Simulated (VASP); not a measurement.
# BN (R3m) in VASP: notebook, part 2 of 2

VASP 6.6.1. Earlier steps stand in the parts before.

### Step 5. Single point, PBE+D3(BJ) (strain -0.080 along x and y, +0.040 along z)

Input file INCAR:

```
PREC = Accurate
ENCUT = 520
EDIFF = 1E-6
ISMEAR = 0
SIGMA = 0.05
LREAL = False
LASPH = True
NELM = 60
ALGO = Normal
ISIF = 2
LWAVE = False
LCHARG = True
GGA = PE
IVDW = 12
LELF = True
LVHAR = True
NBANDS = 11
```

Input file KPOINTS:

```
regular mesh
0
Gamma
  12 12 12
```

Input file POSCAR:

```
BN
1.0
    1.1528123477      0.6655765193      3.4266799137
   -1.1528123477      0.6655765193      3.4266799137
    0.0000000000     -1.3311530386      3.4266799137
B N
1 1
Direct
    0.9996975446      0.9996975446      0.9996975446
    0.3327354554      0.3327354554      0.3327354554
```

Potentials or basis: VASP PAW PBE potentials, release 64 (B, N).

Started as:

```bash
> cat potpaw_PBE.64/B/POTCAR potpaw_PBE.64/N/POTCAR > POTCAR
> mpirun -np 1 vasp_std > vasp.out
```

OUTCAR:

```text
PREC = Accurate
   ENCUT = 520
   EDIFF = 1E-6
   ISMEAR = 0
   LREAL = False
   LASPH = True
   NELM = 60
   ISIF = 2
   GGA = PE
   IVDW = 12
 IVDW          = 12

 ion  position               nearest neighbor table
   1  1.000  1.000  1.000-   2 1.33   2 1.33   2 1.33
   2  0.333  0.333  0.333-   1 1.33   1 1.33   1 1.33

  LATTYP: Found a trigonal (rhomboedric) cell.
 ALAT       =     3.6761533759
 COS(alpha) =     0.8033200952

  Lattice vectors:

 A1 = (   1.1528123477,   0.6655765193,   3.4266799137)
 A2 = (  -1.1528123477,   0.6655765193,   3.4266799137)
 A3 = (   0.0000000000,  -1.3311530386,   3.4266799137)

Analysis of symmetry for initial positions (statically):
=====================================================================
 Subroutine PRICEL returns:
 Original cell was already a primitive cell.

 Routine SETGRP: Setting up the symmetry group for a
 trigonal (rhombohedral) supercell.

 Subroutine GETGRP returns: Found  6 space group operations
 (whereof  6 operations were pure point group operations)
 out of a pool of 12 trial point group operations.

The static configuration has the point symmetry C_3v.

Analysis of symmetry for dynamics (positions and initial velocities):
=====================================================================
 Subroutine PRICEL returns:
 Original cell was already a primitive cell.

 Routine SETGRP: Setting up the symmetry group for a
 trigonal (rhombohedral) supercell.

 Subroutine GETGRP returns: Found  6 space group operations
 (whereof  6 operations were pure point group operations)
 out of a pool of 12 trial point group operations.

The dynamic configuration has the point symmetry C_3v.

 Subroutine INISYM returns: Found  6 space group operations
 (whereof  6 operations are pure point group operations),
 and found     1 'primitive' translations

----------------------------------------------------------------------------------------

                                     Primitive cell

  volume of cell :      15.7754

  direct lattice vectors                    reciprocal lattice vectors
     1.152812348  0.665576519  3.426679914     0.433721933  0.250409475  0.097275889
    -1.152812348  0.665576519  3.426679914    -0.433721933  0.250409475  0.097275889
     0.000000000 -1.331153039  3.426679914     0.000000000 -0.500818950  0.097275889

  length of vectors
     3.676153376  3.676153376  3.676153376     0.510178615  0.510178615  0.510178615

  position of ions in fractional coordinates (direct lattice)
     0.999697545  0.999697545  0.999697545
     0.332735455  0.332735455  0.332735455

  ion indices of the primitive-cell ions
   primitive index   ion index
                 1           1
                 2           2

----------------------------------------------------------------------------------------

 KPOINTS: regular mesh

Automatic generation of k-mesh.
 Grid dimensions read from file:
 generate k-points for:   12   12   12

 Generating k-lattice:

  Cartesian coordinates                     Fractional coordinates (reciprocal lattice)
     0.036143494  0.020867456  0.008106324     0.083333333 -0.000000000 -0.000000000
    -0.036143494  0.020867456  0.008106324    -0.000000000  0.083333333 -0.000000000
     0.000000000 -0.041734912  0.008106324    -0.000000000 -0.000000000  0.083333333
[... 39 lines left out ...]
   k-points           NKPTS =    189   k-points in BZ     NKDIM =    189   number of bands    NBANDS=     11
   number of dos      NEDOS =    301   number of ions     NIONS =      2
   total plane-waves  NPLWV =  21952
   dimension x,y,z NGX =    28 NGY =   28 NGZ =   28
   dimension x,y,z NGXF=    56 NGYF=   56 NGZF=   56
   ions per type =               1   1
   NGX,Y,Z   is equivalent  to a cutoff of  12.66, 12.66, 12.66 a.u.
   NGXF,Y,Z  is equivalent  to a cutoff of  25.32, 25.32, 25.32 a.u.
 SYSTEM =  unknown system
   PREC   = accura    normal or accurate (medium, high low for compatibility)
   ISTART =      0    job   : 0-new  1-cont  2-samecut
   ICHARG =      2    charge: 1-file 2-atom 10-const
   ISPIN  =      1    spin polarized calculation?
   LNONCOLLINEAR =      F non collinear calculations
   LSORBIT =      F    spin-orbit coupling
   LASPH  =      T    aspherical Exc in radial PAW
   ENCUT  =  520.0 eV  38.22 Ry    6.18 a.u.   6.84  6.84  6.84*2*pi/ulx,y,z
   NELM   =     60;   NELMIN=  2; NELMDL= -5     # of ELM steps
   EDIFF  = 0.1E-05   stopping-criterion for ELM
   LREAL  =      F    real-space projection
   EDIFFG = 0.1E-04   stopping-criterion for IOM
   NSW    =      0    number of steps for IOM
   IBRION =     -1    ionic relax: 0-MD 1-quasi-New 2-CG
   NFREE  =      0    steps in history (QN), initial steepest desc. (CG)
   ISIF   =      2    stress and relaxation
   ISYM   =      2    0-nonsym 1-usesym 2-fastsym
   POTIM  = 0.5000    time-step for ionic-motion
   TEBEG  =    0.0;   TEEND  =   0.0 temperature during run
   PSTRESS=    0.0 pullay stress
   NELECT =       8.0000    total number of electrons
   NUPDOWN=      -1.0000    fix difference up-down
   EMIN   =  10.00;   EMAX   =-10.00  energy-range for DOS
   EFERMI =   0.00;   METHOD = LEGACY
   ISMEAR =     0;   SIGMA  =   0.05  broadening in eV -4-tet -1-fermi 0-gaus
   EFERMI_NEDOS =   21; number of points for ismear=-14 and -15
   IALGO  =     38    algorithm
   IMIX   =      4    mixing-type and parameters
     AMIX     =   0.40;   BMIX     =  1.00
     AMIX_MAG =   1.60;   BMIX_MAG =  1.00
  volume/ion in A,a.u.               =       7.89        53.23
  Fermi-wavevector in a.u.,A,eV,Ry     =   1.305502  2.467042 23.188908  1.704337
  Thomas-Fermi vector in A             =   2.436367
   LORBIT       =      0    0 simple, 1 ext, 2 COOP (PROOUT), +10 PAW based schemes
   GGA     = PE    functional components
   LHFCALC =     F    Hartree Fock is set to
   AEXX    =    0.0000 exact exchange contribution
   IVDW    =    12    specifies the selected vdW correction
   LEPSILON=     F    determine dielectric tensor
   LRPA    =     F    only Hartree local field effects (RPA)
 non-spin polarized calculation
 Gauss-broadening in eV      SIGMA  =   0.05
  energy-cutoff  :      520.00
  volume of cell :       15.78
 maximum number of plane-waves:       442
   NGX = 13   NGY = 13   NGZ = 13

 number of electron       7.9999999 magnetization

 Free energy of the ion-electron system (eV)
  ---------------------------------------------------
  ext. energy  EPLUGINS =         0.00000000
  ---------------------------------------------------
  free energy    TOTEN  =       -16.56796156 eV

  energy without entropy =      -16.56796156  energy(sigma->0) =      -16.56796156

 E-fermi :   3.3597     XC(G=0): -10.3572

 val. band max:        3.1400507633   @ k =  -0.3333   0.3333   0.0000
 cond. band min:       7.8777428251   @ k =   0.5000   0.5000   0.0000
 fundamental gap:      4.7376920618
 Fermi energy:         3.3597361971

 k-point     1 :       0.0000    0.0000    0.0000
  band No.  band energies     occupation
      1     -16.1721      2.00000
      2      -2.6514      2.00000
      3       2.2011      2.00000
      4       2.2011      2.00000
      5       7.9378      0.00000
      6      16.9726      0.00000
      7      16.9726      0.00000
      8      19.2759      0.00000
      9      22.5348      0.00000
     10      32.1767      0.00000
     11      33.3743      0.00000
[... 309 lines left out ...]
 k-point    24 :      -0.4167    0.1667    0.0000
  band No.  band energies     occupation
      1     -11.8853      2.00000
      2      -6.5523      2.00000
      3      -2.7341      2.00000
      4       2.6067      2.00000
      5       8.8536      0.00000
      6      16.4308      0.00000
      7      18.1508      0.00000
      8      19.3100      0.00000
      9      21.9738      0.00000
     10      28.5108      0.00000
     11      29.8548      0.00000

 [... further k-points ...]

------------------------ aborting loop because EDIFF is reached ----------------------------------------

 Edisp (eV)   -0.30317

 E8    (eV) :    -0.0882

  FORCE on cell =-STRESS in cart. coord.  units (eV):
  Direction    XX          YY          ZZ          XY          YZ          ZX
  --------------------------------------------------------------------------------------
  -------------------------------------------------------------------------------------
  Total      12.36188    12.36188    -0.18644     0.00000    -0.00000     0.00000
  in kB    1255.49176  1255.49176   -18.93465     0.00000    -0.00000     0.00000
  external pressure =      830.68 kB  Pullay stress =        0.00 kB

 VOLUME and BASIS-vectors are now :
 -----------------------------------------------------------------------------
  energy-cutoff  :      520.00
  volume of cell :       15.78
      direct lattice vectors                 reciprocal lattice vectors
     1.152812348  0.665576519  3.426679914     0.433721933  0.250409475  0.097275889
    -1.152812348  0.665576519  3.426679914    -0.433721933  0.250409475  0.097275889
     0.000000000 -1.331153039  3.426679914     0.000000000 -0.500818950  0.097275889

 POSITION                                       TOTAL-FORCE (eV/Angst)
 -----------------------------------------------------------------------------------
      0.00000      0.00000     10.27693         0.000000      0.000000     -0.014922
      0.00000      0.00000      3.42053         0.000000      0.000000      0.014922
 -----------------------------------------------------------------------------------
    total drift:                                0.000000      0.000000      0.000025

  FREE ENERGIE OF THE ION-ELECTRON SYSTEM (eV)
  ---------------------------------------------------
  free  energy   TOTEN  =       -16.8711350480 eV

  energy  without entropy=      -16.8711350480  energy(sigma->0) =      -16.87113505
```

OSZICAR:

```text
N       E                     dE             d eps       ncg     rms          rms(c)
DAV:   1     0.168554980048E+02    0.16855E+02   -0.48941E+03  4233   0.698E+02
DAV:   2    -0.187761170933E+02   -0.35632E+02   -0.34437E+02  4982   0.178E+02
DAV:   3    -0.195090057390E+02   -0.73289E+00   -0.73200E+00  5087   0.232E+01
DAV:   4    -0.195110294584E+02   -0.20237E-02   -0.20237E-02  4575   0.135E+00
DAV:   5    -0.195110385598E+02   -0.91014E-05   -0.91014E-05  5016   0.792E-02    0.985E+00
DAV:   6    -0.169966184524E+02    0.25144E+01   -0.55866E+00  4643   0.145E+01    0.467E+00
DAV:   7    -0.166190401444E+02    0.37758E+00   -0.69358E-01  4956   0.571E+00    0.266E+00
DAV:   8    -0.165663516103E+02    0.52689E-01   -0.15646E-01  4990   0.258E+00    0.396E-01
DAV:   9    -0.165673387717E+02   -0.98716E-03   -0.31705E-03  4631   0.505E-01    0.183E-01
DAV:  10    -0.165679213545E+02   -0.58258E-03   -0.65535E-04  4644   0.179E-01    0.309E-02
DAV:  11    -0.165679617974E+02   -0.40443E-04   -0.61312E-05  4848   0.571E-02    0.254E-02
DAV:  12    -0.165679615587E+02    0.23873E-06   -0.85816E-06  4722   0.204E-02
   1 F= -.16871135E+02 E0= -.16871135E+02  d E =-.155320E-11
```

Run time: 21 s. Hardware: 1 thread of Intel Xeon 6975P-C (Granite Rapids), shared host; peak memory 0.18 GiB.

Results:

```
Free energy                : -16.8711 eV
Pressure                   : 83.1 GPa
Largest force              : 0.015 eV/Å
Band gap on the k mesh     : 4.74 eV, indirect (least direct gap 5.30 eV)
Dispersion energy per atom : -0.152 eV
```

Forces on the atoms (eV/Å):
```
B    0.000  0.000 -0.015
N    0.000  0.000  0.015
```

Stress tensor (GPa, compression positive):
```
125.55   0.00   0.00
  0.00 125.55   0.00
  0.00   0.00  -1.89
```

Levels at points of the mesh, in eV from the valence-band top:
```tsv
k point	band 2	band 3	band 4	band 5	band 6	band 7
(0.00, 0.00, 0.00)	-5.79	-0.94	-0.94	4.80	13.83	13.83
(0.50, 0.00, 0.00)	-9.93	-4.47	-0.94	5.70	12.24	14.26
(0.50, 0.50, 0.00)	-9.84	-4.50	-1.40	4.74	12.65	15.46
(0.50, 0.50, 0.50)	-7.43	-0.95	-0.95	10.21	13.79	13.79
```

Caveat: the cell differs from its parent crystal (strain -0.080 along x and y, +0.040 along z).

### Step 6. Single point, PBE+D3(BJ) (strain -0.040 along x and y, -0.040 along z)

Input file INCAR:

```
  PREC = Accurate
  ENCUT = 520
  EDIFF = 1E-7
  ISMEAR = 0
  SIGMA = 0.05
  LREAL = F
  LASPH = T
  NELM = 100
  ALGO = Normal
  ISIF = 2
  LWAVE = F
  LCHARG = F
  GGA = PE
  IVDW = 12
  NBANDS = 11
```

KPOINTS is that of step 5.

Input file POSCAR:

```
BN
1.0
    1.2029346237      0.6945146288      3.1630891511
   -1.2029346237      0.6945146288      3.1630891511
    0.0000000000     -1.3890292576      3.1630891511
B N
1 1
Direct
    0.9996975446      0.9996975446      0.9996975446
    0.3327354554      0.3327354554      0.3327354554
```

Potentials or basis: VASP PAW PBE potentials, release 64 (B, N).

Started as:

```bash
> cat potpaw_PBE.64/B/POTCAR potpaw_PBE.64/N/POTCAR > POTCAR
> mpirun -np 1 vasp_std > vasp.out
```

OUTCAR:

```text
PREC = Accurate
   ENCUT = 520
   EDIFF = 1E-7
   ISMEAR = 0
   LREAL = F
   LASPH = T
   NELM = 100
   ISIF = 2
   GGA = PE
   IVDW = 12
 IVDW          = 12

 ion  position               nearest neighbor table
   1  1.000  1.000  1.000-   2 1.39   2 1.39   2 1.39
   2  0.333  0.333  0.333-   1 1.39   1 1.39   1 1.39

  LATTYP: Found a trigonal (rhomboedric) cell.
 ALAT       =     3.4546396710
 COS(alpha) =     0.7575017916

  Lattice vectors:

 A1 = (   1.2029346237,   0.6945146288,   3.1630891511)
 A2 = (  -1.2029346237,   0.6945146288,   3.1630891511)
 A3 = (   0.0000000000,  -1.3890292576,   3.1630891511)

Analysis of symmetry for initial positions (statically):
=====================================================================
 Subroutine PRICEL returns:
 Original cell was already a primitive cell.

 Routine SETGRP: Setting up the symmetry group for a
 trigonal (rhombohedral) supercell.

 Subroutine GETGRP returns: Found  6 space group operations
 (whereof  6 operations were pure point group operations)
 out of a pool of 12 trial point group operations.

The static configuration has the point symmetry C_3v.

[... 171 lines left out ...]
      2      -1.2786      2.00000
      3       2.0801      2.00000
      4       2.0801      2.00000
      5       8.7607      0.00000
      6      15.9122      0.00000
      7      15.9122      0.00000
      8      17.9075      0.00000
      9      20.3813      0.00000
     10      31.3342      0.00000
     11      33.8897      0.00000
[... 309 lines left out ...]
 k-point    24 :      -0.4167    0.1667   -0.0000
  band No.  band energies     occupation
      1     -11.4636      2.00000
      2      -5.9221      2.00000
      3      -2.4118      2.00000
      4       2.8724      2.00000
      5       8.7475      0.00000
      6      15.7557      0.00000
      7      17.8612      0.00000
      8      18.5637      0.00000
      9      22.3441      0.00000
     10      26.6482      0.00000
     11      28.8416      0.00000

 [... further k-points ...]

------------------------ aborting loop because EDIFF is reached ----------------------------------------

 Edisp (eV)   -0.32285

 E8    (eV) :    -0.0951

  FORCE on cell =-STRESS in cart. coord.  units (eV):
  Direction    XX          YY          ZZ          XY          YZ          ZX
  --------------------------------------------------------------------------------------
  -------------------------------------------------------------------------------------
  Total       5.52128     5.52128     0.11529     0.00000     0.00000     0.00000
  in kB     557.91046   557.91046    11.65010     0.00000     0.00000     0.00000
  external pressure =      375.82 kB  Pullay stress =        0.00 kB

 VOLUME and BASIS-vectors are now :
 -----------------------------------------------------------------------------
  energy-cutoff  :      520.00
  volume of cell :       15.86
      direct lattice vectors                 reciprocal lattice vectors
     1.202934624  0.694514629  3.163089151     0.415650186  0.239975747  0.105382213
    -1.202934624  0.694514629  3.163089151    -0.415650186  0.239975747  0.105382213
     0.000000000 -1.389029258  3.163089151     0.000000000 -0.479951493  0.105382213

 POSITION                                       TOTAL-FORCE (eV/Angst)
 -----------------------------------------------------------------------------------
      0.00000      0.00000      9.48640         0.000000     -0.000000      0.012855
      0.00000      0.00000      3.15742         0.000000      0.000000     -0.012855
 -----------------------------------------------------------------------------------
    total drift:                               -0.000000      0.000000      0.000030

  FREE ENERGIE OF THE ION-ELECTRON SYSTEM (eV)
  ---------------------------------------------------
  free  energy   TOTEN  =       -17.6378921256 eV

  energy  without entropy=      -17.6378921256  energy(sigma->0) =      -17.63789213
```

OSZICAR:

```text
N       E                     dE             d eps       ncg     rms          rms(c)
DAV:   1     0.140099683318E+02    0.14010E+02   -0.47994E+03  4241   0.697E+02
DAV:   2    -0.188306455296E+02   -0.32841E+02   -0.31664E+02  4892   0.170E+02
DAV:   3    -0.195177735783E+02   -0.68713E+00   -0.68627E+00  5097   0.223E+01
DAV:   4    -0.195195016047E+02   -0.17280E-02   -0.17280E-02  4576   0.122E+00
DAV:   5    -0.195195077542E+02   -0.61495E-05   -0.61495E-05  5045   0.654E-02    0.879E+00
DAV:   6    -0.175863869420E+02    0.19331E+01   -0.52575E+00  4699   0.134E+01    0.409E+00
DAV:   7    -0.173564602378E+02    0.22993E+00   -0.39345E-01  4875   0.447E+00    0.242E+00
DAV:   8    -0.173141902867E+02    0.42270E-01   -0.12506E-01  4947   0.225E+00    0.327E-01
DAV:   9    -0.173146670744E+02   -0.47679E-03   -0.23959E-03  4578   0.434E-01    0.160E-01
DAV:  10    -0.173150162510E+02   -0.34918E-03   -0.46503E-04  4662   0.157E-01    0.254E-02
DAV:  11    -0.173150385771E+02   -0.22326E-04   -0.42236E-05  4985   0.463E-02    0.213E-02
DAV:  12    -0.173150378402E+02    0.73688E-06   -0.71217E-06  4716   0.184E-02    0.168E-03
DAV:  13    -0.173150379502E+02   -0.10994E-06   -0.28009E-07  4853   0.471E-03    0.581E-04
DAV:  14    -0.173150379609E+02   -0.10705E-07   -0.16472E-08  4002   0.921E-04
   1 F= -.17637892E+02 E0= -.17637892E+02  d E =-.623006E-21
```

stdout:

```text
POSCAR found type information on POSCAR B N
 POSCAR found :  2 types and       2 ions
 scaLAPACK will be used
 LDA part: xc-table for (Slater+PW92), standard interpolation
 POSCAR, INCAR and KPOINTS ok, starting setup
 FFT: planning ... GRIDC
 FFT: planning ... GRID_SOFT
 FFT: planning ... GRID
 WAVECAR not read
 entering main loop
```

Wall time 24 s (1 thread of Intel Xeon 6975P-C (Granite Rapids), shared host); peak memory 0.18 GiB.

What came out:

```yaml
Free_energy: -17.6379 eV
Pressure: 37.6 GPa
Largest_force: 0.013 eV/Å
Band_gap_on_the_k_mesh: 4.36 eV, indirect (least direct gap 5.00 eV)
Dispersion_energy_per_atom: -0.161 eV
```

Forces in eV/Å, atoms in the order of the input:
```
B    0.000  0.000  0.013
N    0.000  0.000 -0.013
```

Stress tensor (GPa, compression positive):
```
55.79  0.00  0.00
 0.00 55.79  0.00
 0.00  0.00  1.17
```

Caveat: the cell differs from its parent crystal (strain -0.040 along x and y, -0.040 along z).

### Step 7. Summary

| cell | gap on the mesh (eV) | pressure (GPa) | largest force (eV/Å) |
| --- | --- | --- | --- |
| a = 3.432 Å, angles 39.3°, 2 atoms | 4.57 | 90.6 | 0.01 |
| a = 3.554 Å, angles 37.9°, 2 atoms | 4.65 | 86.6 | 0.01 |
| a = 3.334 Å, angles 42.3°, 2 atoms | 4.20 | 40.0 | 0.04 |
| a = 3.676 Å, angles 36.6°, 2 atoms | 4.74 | 83.1 | 0.01 |
| a = 3.455 Å, angles 40.8°, 2 atoms | 4.36 | 37.6 | 0.01 |

Alike in all rows: task single point; level PBE+D3(BJ); potentials or basis VASP PAW PBE potentials, release 64 (B, N); no spin polarisation; k mesh 12 × 12 × 12; cutoff (eV) 520; smearing gaussian 0.05 eV.

Total energies depend on the potentials used, so only differences within one code and one set of settings carry meaning.
